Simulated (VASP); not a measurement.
# Mo (a cell with a defect) in VASP: single point with PBE

Aim: the single point of Mo (a cell with a defect) with PBE.

All numbers are computed with VASP 6.6.1; they aren't measurements. Logs are shortened: lines on timing, memory, paths and dates and some standing lists are left out, and cuts for length are marked.

## Step 1: The cell of the first run

The cell holds a defect, 31 atoms: a = 8.940 Å, b = 8.940 Å, c = 8.940 Å, α = 60.00°, β = 60.00°, γ = 60.00°.

## Step 2: Single point, PBE (atoms taken out, then relaxed in part)

INCAR reads:

```
SYSTEM = Mo
PREC     = Accurate       ! precision mode
ENCUT    = 520            ! plane-wave cutoff, eV
EDIFF    = 1E-6           ! SCF threshold, eV
ISMEAR   = 0              ! smearing method
SIGMA    = 0.1            ! smearing width, eV
LREAL    = Auto         
LASPH    = .TRUE.         ! aspherical terms in the spheres
NELM     = 60             ! most SCF steps
ALGO     = Normal         ! electronic algorithm
ISIF     = 2              ! what is computed and relaxed
LWAVE    = .FALSE.        ! write WAVECAR
LCHARG   = .FALSE.        ! write CHGCAR
GGA      = PE             ! functional
NBANDS   = 238            ! bands
KPAR     = 4
```

KPOINTS reads:

```
regular mesh
0
G
  4 4 4
  0 0 0
```

POSCAR reads:

```
Mo
1.0
    0.0000000000     -6.3212043501      6.3212043501
    6.3212043501     -6.3212043501      0.0000000000
    6.3212043501      0.0000000000      6.3212043501
Mo
31
Direct
    0.5000000000      0.5000000000      0.0000000000
    0.1244707749      0.6244707749      0.1244707749
    0.6265876753      0.6244707749      0.1244707749
    0.2500000000      0.7500000000      0.2500000000
    0.7524889774      0.7475110226      0.2475110226
    0.3754343909      0.8754343909      0.3754343909
    0.8736968274      0.8754343909      0.3754343909
    0.0000000000      0.0000000000      0.0000000000
    0.5000000000      0.0000000000      0.0000000000
    0.1244707749      0.1265876753      0.1244707749
    0.6245656091      0.1245656091      0.1263031726
    0.2475110226      0.2524889774      0.2475110226
    0.7524889774      0.2524889774      0.2475110226
    0.3754343909      0.3736968274      0.3754343909
    0.0000000000      0.5000000000      0.5000000000
    0.8755292251      0.3755292251      0.3734123247
    0.5000000000      0.5000000000      0.5000000000
    0.1244707749      0.6244707749      0.6265876753
    0.6245656091      0.6263031726      0.6245656091
    0.2475110226      0.7475110226      0.7524889774
    0.7524889774      0.7475110226      0.7524889774
    0.3754343909      0.8754343909      0.8736968274
    0.8755292251      0.8734123247      0.8755292251
    0.0000000000      0.0000000000      0.5000000000
    0.5000000000      0.0000000000      0.5000000000
    0.1263031726      0.1245656091      0.6245656091
    0.6245656091      0.1245656091      0.6245656091
    0.2475110226      0.2524889774      0.7524889774
    0.7500000000      0.2500000000      0.7500000000
    0.3734123247      0.3755292251      0.8755292251
    0.8755292251      0.3755292251      0.8755292251
```

Potentials or basis: VASP PAW PBE potentials, release 64 (Mo_sv).

The run is started by

```console
$ cat potpaw_PBE.64/Mo_sv/POTCAR > POTCAR
$ mpirun -np 4 vasp_std > vasp.out
```

OUTCAR:

```text
SYSTEM = Mo
   PREC = Accurate
   ENCUT = 520
   EDIFF = 1E-6
   ISMEAR = 0
   LREAL = Auto
   LASPH = .TRUE.
   NELM = 60
   ISIF = 2
   GGA = PE

 ion  position               nearest neighbor table
   1  0.500  0.500  0.000-  11 2.74  14 2.74  19 2.74  22 2.74   3 2.74  30 2.74   2 2.74  31 2.74
                             4 3.16  29 3.16  12 3.16  13 3.16  20 3.16  21 3.16
   2  0.124  0.624  0.124-   5 2.72  20 2.72  12 2.72   1 2.74  15 2.74   8 2.74   4 2.75  16 3.15
                            23 3.15  30 3.15   7 3.17  22 3.17  14 3.17
   3  0.627  0.624  0.124-  13 2.72  21 2.72   5 2.72   1 2.74  17 2.74   9 2.74   4 2.75  31 3.15
                            23 3.15  16 3.15  14 3.17  22 3.17   6 3.17
   4  0.250  0.750  0.250-   7 2.75  14 2.75  22 2.75   6 2.75   3 2.75  18 2.75  10 2.75   2 2.75
                             8 3.16  15 3.16  17 3.16   9 3.16   1 3.16  24 3.16
   5  0.752  0.748  0.248-   2 2.72  16 2.72  23 2.72   3 2.72  19 2.75  11 2.75   6 2.75   7 2.75
                             9 3.16  17 3.16   8 3.16  15 3.16  25 3.19
   6  0.375  0.875  0.375-  25 2.73  17 2.74  24 2.74   9 2.74   4 2.75  12 2.75   5 2.75  20 2.75
                            19 3.15  11 3.15  26 3.15  18 3.17  10 3.17   3 3.17
   7  0.874  0.875  0.375-  25 2.73  24 2.74   8 2.74  15 2.74   4 2.75  13 2.75  21 2.75   5 2.75
                            27 3.15  11 3.15  19 3.15  10 3.17  18 3.17   2 3.17
   8  0.000  0.000  0.000-   7 2.74  11 2.74  22 2.74  26 2.74  23 2.74  10 2.74   2 2.74  31 2.74
                            29 3.16   4 3.16  20 3.16  28 3.16   5 3.16  13 3.16
   9  0.500  0.000  0.000-  11 2.74  22 2.74   6 2.74  27 2.74  10 2.74  23 2.74   3 2.74  30 2.74
[... 31 lines left out ...]
  25  0.500  0.000  0.500-   6 2.73  27 2.73  11 2.73  14 2.73  19 2.73  22 2.73  26 2.73   7 2.73
                            20 3.19  21 3.19  13 3.19   5 3.19  12 3.19  28 3.19
  26  0.126  0.125  0.625-  25 2.73  24 2.74   8 2.74  15 2.74  29 2.75  20 2.75  12 2.75  28 2.75
                             6 3.15  14 3.15  22 3.15  23 3.17  16 3.17  31 3.17
  27  0.625  0.125  0.625-  25 2.73  17 2.74  24 2.74   9 2.74  29 2.75  21 2.75  28 2.75  13 2.75
                            14 3.15  22 3.15   7 3.15  16 3.17  23 3.17  30 3.17
  28  0.248  0.252  0.752-  31 2.72  18 2.72  10 2.72  30 2.72  14 2.75  22 2.75  27 2.75  26 2.75
                            15 3.16  17 3.16   8 3.16   9 3.16  25 3.19
  29  0.750  0.250  0.750-  11 2.75  19 2.75  26 2.75  27 2.75  16 2.75  23 2.75  30 2.75  31 2.75
                             1 3.16  24 3.16  15 3.16   8 3.16  17 3.16   9 3.16
  30  0.373  0.376  0.876-  12 2.72  20 2.72  28 2.72   1 2.74   9 2.74  17 2.74  29 2.75   2 3.15
                            18 3.15  10 3.15  19 3.17  11 3.17  27 3.17
  31  0.876  0.376  0.876-  13 2.72  28 2.72  21 2.72  15 2.74   8 2.74   1 2.74  29 2.75   3 3.15
                            10 3.15  18 3.15  11 3.17  26 3.17  19 3.17

  LATTYP: Found a face centered cubic cell.
 ALAT       =    12.6424087002

  Lattice vectors:

 A1 = (   0.0000000000,  -6.3212043501,   6.3212043501)
 A2 = (   6.3212043501,  -6.3212043501,   0.0000000000)
 A3 = (   6.3212043501,   0.0000000000,   6.3212043501)

Analysis of symmetry for initial positions (statically):
=====================================================================
 Subroutine PRICEL returns:
 Original cell was already a primitive cell.

 Routine SETGRP: Setting up the symmetry group for a
 face centered cubic supercell.

 Subroutine GETGRP returns: Found 48 space group operations
 (whereof  8 operations were pure point group operations)
 out of a pool of 48 trial point group operations.

The static configuration has the point symmetry D_2h.
 The point group associated with its full space group is O_h .

Analysis of symmetry for dynamics (positions and initial velocities):
=====================================================================
 Subroutine PRICEL returns:
 Original cell was already a primitive cell.

 Routine SETGRP: Setting up the symmetry group for a
 face centered cubic supercell.

 Subroutine GETGRP returns: Found 48 space group operations
 (whereof  8 operations were pure point group operations)
 out of a pool of 48 trial point group operations.

The dynamic configuration has the point symmetry D_2h.
 The point group associated with its full space group is O_h .

 Subroutine INISYM returns: Found 48 space group operations
 (whereof  8 operations are pure point group operations),
 and found     1 'primitive' translations

----------------------------------------------------------------------------------------

                                     Primitive cell

  volume of cell :     505.1606

  direct lattice vectors                    reciprocal lattice vectors
     0.000000000 -6.321204350  6.321204350    -0.079098851 -0.079098851  0.079098851
     6.321204350 -6.321204350  0.000000000     0.079098851 -0.079098851 -0.079098851
     6.321204350  0.000000000  6.321204350     0.079098851  0.079098851  0.079098851

  length of vectors
[... 88 lines left out ...]
     0.000000000  0.000000000  0.000000000

 Subroutine IBZKPT returns following result:
 ===========================================

 Found      8 irreducible k-points:

 Following reciprocal coordinates:
            Coordinates               Weight
  0.000000  0.000000  0.000000      1.000000
  0.250000  0.000000  0.000000      8.000000
  0.500000  0.000000  0.000000      4.000000
  0.250000  0.250000  0.000000      6.000000
  0.500000  0.250000  0.000000     24.000000
 -0.250000  0.250000  0.000000     12.000000
  0.500000  0.500000  0.000000      3.000000
 -0.250000  0.500000  0.250000      6.000000
   k-points           NKPTS =      8   k-points in BZ     NKDIM =      8   number of bands    NBANDS=    238
   number of dos      NEDOS =    301   number of ions     NIONS =     31
   total plane-waves  NPLWV = 343000
   dimension x,y,z NGX =    70 NGY =   70 NGZ =   70
   dimension x,y,z NGXF=   140 NGYF=  140 NGZF=  140
   ions per type =              31
   NGX,Y,Z   is equivalent  to a cutoff of  13.02, 13.02, 13.02 a.u.
   NGXF,Y,Z  is equivalent  to a cutoff of  26.04, 26.04, 26.04 a.u.
 SYSTEM =  Mo
   PREC   = accura    normal or accurate (medium, high low for compatibility)
   ISTART =      0    job   : 0-new  1-cont  2-samecut
   ICHARG =      2    charge: 1-file 2-atom 10-const
   ISPIN  =      1    spin polarized calculation?
   LNONCOLLINEAR =      F non collinear calculations
   LSORBIT =      F    spin-orbit coupling
   LASPH  =      T    aspherical Exc in radial PAW
   ENCUT  =  520.0 eV  38.22 Ry    6.18 a.u.  16.62 16.62 16.62*2*pi/ulx,y,z
   NELM   =     60;   NELMIN=  2; NELMDL= -5     # of ELM steps
   EDIFF  = 0.1E-05   stopping-criterion for ELM
   LREAL  =      T    real-space projection
   EDIFFG = 0.1E-04   stopping-criterion for IOM
   NSW    =      0    number of steps for IOM
   IBRION =     -1    ionic relax: 0-MD 1-quasi-New 2-CG
   NFREE  =      0    steps in history (QN), initial steepest desc. (CG)
   ISIF   =      2    stress and relaxation
   ISYM   =      2    0-nonsym 1-usesym 2-fastsym
   POTIM  = 0.5000    time-step for ionic-motion
   TEBEG  =    0.0;   TEEND  =   0.0 temperature during run
   PSTRESS=    0.0 pullay stress
   NELECT =     434.0000    total number of electrons
   NUPDOWN=      -1.0000    fix difference up-down
   EMIN   =  10.00;   EMAX   =-10.00  energy-range for DOS
   EFERMI =   0.00;   METHOD = LEGACY
   ISMEAR =     0;   SIGMA  =   0.10  broadening in eV -4-tet -1-fermi 0-gaus
   EFERMI_NEDOS =   21; number of points for ismear=-14 and -15
   IALGO  =     38    algorithm
   IMIX   =      4    mixing-type and parameters
     AMIX     =   0.40;   BMIX     =  1.00
     AMIX_MAG =   1.60;   BMIX_MAG =  1.00
  volume/ion in A,a.u.               =      16.30       109.97
  Fermi-wavevector in a.u.,A,eV,Ry     =   1.556306  2.940991 32.954501  2.422087
  Thomas-Fermi vector in A             =   2.660121
   LORBIT       =      0    0 simple, 1 ext, 2 COOP (PROOUT), +10 PAW based schemes
   GGA     = PE    functional components
   LHFCALC =     F    Hartree Fock is set to
   AEXX    =    0.0000 exact exchange contribution
   IVDW    =     0    specifies the selected vdW correction
   LEPSILON=     F    determine dielectric tensor
   LRPA    =     F    only Hartree local field effects (RPA)
 non-spin polarized calculation
 Gauss-broadening in eV      SIGMA  =   0.10
  energy-cutoff  :      520.00
  volume of cell :      505.16
 maximum number of plane-waves:     13640
 NGX is ok and might be reduce to    70
   NGX = 33   NGY = 33   NGZ = 33

 number of electron     434.0000012 magnetization

 Free energy of the ion-electron system (eV)
  ---------------------------------------------------
  ext. energy  EPLUGINS =         0.00000000
  ---------------------------------------------------
  free energy    TOTEN  =      -336.16032915 eV

  energy without entropy =     -336.05569944  energy(sigma->0) =     -336.10801429

 E-fermi :  11.8162     XC(G=0): -13.1165

 val. band max:       11.8043814903   @ k =  -0.2500   0.2500   0.0000
 cond. band min:      11.8359978640   @ k =  -0.2500   0.2500   0.0000
 fundamental gap:      0.0316163737
 Fermi energy:        11.8162463028

 k-point     1 :       0.0000    0.0000    0.0000
  band No.  band energies     occupation
      1     -49.3896      2.00000
      2     -49.2499      2.00000
      3     -49.2499      2.00000
      4     -49.2499      2.00000
      5     -49.2424      2.00000
      6     -49.2346      2.00000
[... 1845 lines left out ...]
    228      12.5410      0.00000
    229      12.6421      0.00000
 [bands above 229 left out]

------------------------ aborting loop because EDIFF is reached ----------------------------------------

  FORCE on cell =-STRESS in cart. coord.  units (eV):
  Direction    XX          YY          ZZ          XY          YZ          ZX
  --------------------------------------------------------------------------------------
  -------------------------------------------------------------------------------------
  Total       -7.1310091     -7.1310091     -7.1310091      0.0000000     -0.0000000      0.0000000
  in kB      -22.6168483    -22.6168483    -22.6168483      0.0000000     -0.0000000      0.0000000
  external PRESSURE =     -22.6168483 kB  Pullay stress =       0.0000000 kB

 VOLUME and BASIS-vectors are now :
 -----------------------------------------------------------------------------
  energy-cutoff  :      520.00
  volume of cell :      505.16
      direct lattice vectors                 reciprocal lattice vectors
     0.000000000 -6.321204350  6.321204350    -0.079098851 -0.079098851  0.079098851
     6.321204350 -6.321204350  0.000000000     0.079098851 -0.079098851 -0.079098851
     6.321204350  0.000000000  6.321204350     0.079098851  0.079098851  0.079098851

 POSITION                                       TOTAL-FORCE (eV/Angst)
 -----------------------------------------------------------------------------------
      3.16060     -6.32120      3.16060         0.000000      0.000000     -0.000000
      4.73421     -4.73421      1.57361        -0.015661      0.015661     -0.015661
      4.73421     -7.90820      4.74759        -0.015661     -0.015661      0.015661
      6.32120     -6.32120      3.16060         0.000000      0.000000     -0.000000
      6.28974     -9.48181      6.32120         0.000905      0.000000     -0.000000
      7.90700     -7.90700      4.74640        -0.005305      0.005305     -0.005305
[... 23 lines left out ...]
      7.90820     -4.73421      7.89481         0.015661      0.015661     -0.015661
      7.90820     -7.90820     11.06880         0.015661     -0.015661      0.015661
 -----------------------------------------------------------------------------------
    total drift:                               -0.000000     -0.000000      0.000000

  FREE ENERGIE OF THE ION-ELECTRON SYSTEM (eV)
  ---------------------------------------------------
  free  energy   TOTEN  =      -336.1603291512 eV

  energy  without entropy=     -336.0556994373  energy(sigma->0) =     -336.10801429
```

Run time: 15 min. Hardware: 4 MPI ranks of AMD EPYC 7R43 (Zen 3), shared host; peak memory 1 GiB.

What came out:

* Free energy: -336.1603 eV
* Pressure: -2.3 GPa
* Largest force: 0.027 eV/Å
* Band gap on the k mesh: zero (bands 217 and 218 overlap by 0.45 eV)

Forces in eV/Å, atoms in the order of the input:
```
Mo   0.000  0.000  0.000
Mo  -0.016  0.016 -0.016
Mo  -0.016 -0.016  0.016
Mo   0.000  0.000  0.000
Mo   0.001  0.000  0.000
Mo  -0.005  0.005 -0.005
Mo  -0.005 -0.005  0.005
Mo   0.000  0.000  0.000
Mo   0.000  0.000  0.000
Mo   0.016 -0.016 -0.016
Mo  -0.005 -0.005 -0.005
Mo   0.000  0.000  0.001
Mo   0.000  0.001  0.000
Mo   0.005 -0.005 -0.005
Mo   0.000  0.000  0.000
Mo  -0.016 -0.016 -0.016
Mo   0.000  0.000  0.000
Mo   0.016  0.016  0.016
Mo  -0.005  0.005  0.005
Mo   0.000 -0.001  0.000
Mo   0.000  0.000 -0.001
Mo   0.005  0.005  0.005
Mo  -0.016  0.016  0.016
Mo   0.000  0.000  0.000
Mo   0.000  0.000  0.000
Mo   0.005  0.005 -0.005
Mo   0.005 -0.005  0.005
Mo  -0.001  0.000  0.000
Mo   0.000  0.000  0.000
Mo   0.016  0.016 -0.016
Mo   0.016 -0.016  0.016
```

Levels at points of the mesh, in eV from the Fermi level:
| k point | band 214 | band 215 | band 216 | band 217 | band 218 | band 219 | band 220 | band 221 |
| --- | --- | --- | --- | --- | --- | --- | --- | --- |
| (0.00, 0.00, 0.00) | -0.49 | -0.44 | -0.44 | -0.44 | 0.38 | 0.38 | 0.38 | 0.96 |
| (0.50, 0.00, 0.00) | -0.43 | -0.35 | -0.30 | -0.21 | -0.21 | -0.04 | 0.23 | 0.33 |
| (0.50, 0.50, 0.00) | -0.50 | -0.44 | -0.34 | -0.34 | 0.03 | 0.10 | 0.10 | 0.21 |

Caveat: the cell differs from its parent crystal (atoms taken out, then relaxed in part).
